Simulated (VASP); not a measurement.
Input of a VASP 6.6.1 run:

Contents of INCAR:

```
  PREC = Accurate
  ENCUT = 520
  EDIFF = 1E-7
  ISMEAR = -1
  SIGMA = 0.15
  LREAL = False
  LASPH = True
  NELM = 80
  ALGO = Normal
  ISIF = 2
  LWAVE = False
  LCHARG = True
  LELF = True
  LVHAR = True
  NBANDS = 18
```

File KPOINTS:

```
Automatic mesh
0
Gamma
  12 12 12
```

File POSCAR:

```
Cu
1.0
    1.2184640000     -3.9763780000      0.0000000000
    1.2184640000      3.9763780000      0.0000000000
    0.0000000000      0.0000000000      2.4754960000
Cu
2
Direct
    0.1338670000      0.8661330000      0.2500000000
    0.8661330000      0.1338670000      0.7500000000
```

Potentials or basis: VASP PAW LDA potentials, release 64 (Cu).

Run with:

```sh
$ cat potpaw_LDA.64/Cu/POTCAR > POTCAR
$ mpirun -np 1 vasp_std > vasp.out
```

Question: Predict the largest force.

Answer: 0.044 eV/Å.

Question: Predict the pressure.

Answer: -6.7 GPa.

Question: Estimate the band gap on the k mesh.

Answer: Zero (bands 11 and 12 overlap by 5.58 eV).

Forces in eV/Å, atoms in the order of the input:
```
Cu   0.000 -0.044  0.000
Cu   0.000  0.044  0.000
```

Caveat: the cell stands under tension.
